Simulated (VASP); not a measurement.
Na4Pd:

```
CELL_PARAMETERS angstrom
4.75813 0.00000 0.00000
0.00000 4.75813 0.00000
0.00000 0.00000 4.75813
ATOMIC_POSITIONS crystal
Na 0.50000 0.00000 0.00000
Na 0.00000 0.50000 0.00000
Na 0.00000 0.00000 0.50000
Na 0.50000 0.50000 0.50000
Pd 0.00000 0.00000 0.00000
```

```yaml
Program: VASP 6.6.1
Task: relaxation of cell and atoms
Functional: PBE
Potentials_or_basis: VASP PAW PBE potentials, release 64 (Na_pv, Pd)
Cutoff: 600 eV
k_mesh: 4 × 4 × 4
Occupations: gaussian, width 0.1 eV
Spin: no spin polarisation
```

At the start: pressure 15.4 GPa; volume 21.54 Å³/atom.

Task: Where does the relaxation end?

Result: Over 5 steps the energy falls by 415.8 meV/atom and the volume is 34.75 Å³/atom (+61.3 %); space group Pm-3m (No. 221, to 0.05 Å).

The path:
| step | energy change (eV) | largest force (eV/Å) | pressure (GPa) | volume (Å³) |
| --- | --- | --- | --- | --- |
| 1 | 0.0000 | 0.0000 | 15.43 | 107.72 |
| 2 | -1.8236 | 0.0000 | 3.35 | 143.42 |
| 3 | -2.0427 | 0.0000 | 1.09 | 159.93 |
| 4 | -1.9606 | 0.0000 | -1.37 | 196.65 |
| 5 | -2.0792 | 0.0000 | -0.15 | 173.77 |

Final structure:
```
Na Pd
1.0
     5.58032    0.00000    0.00000
     0.00000    5.58032    0.00000
     0.00000    0.00000    5.58032
Na Pd
4 1
Direct
  0.50000 0.00000 0.00000
  0.00000 0.50000 0.00000
  0.00000 0.00000 0.50000
  0.50000 0.50000 0.50000
  0.00000 0.00000 0.00000
```

Caveat: the volume moved by over 15 % at a fixed basis, so the end points are rough.
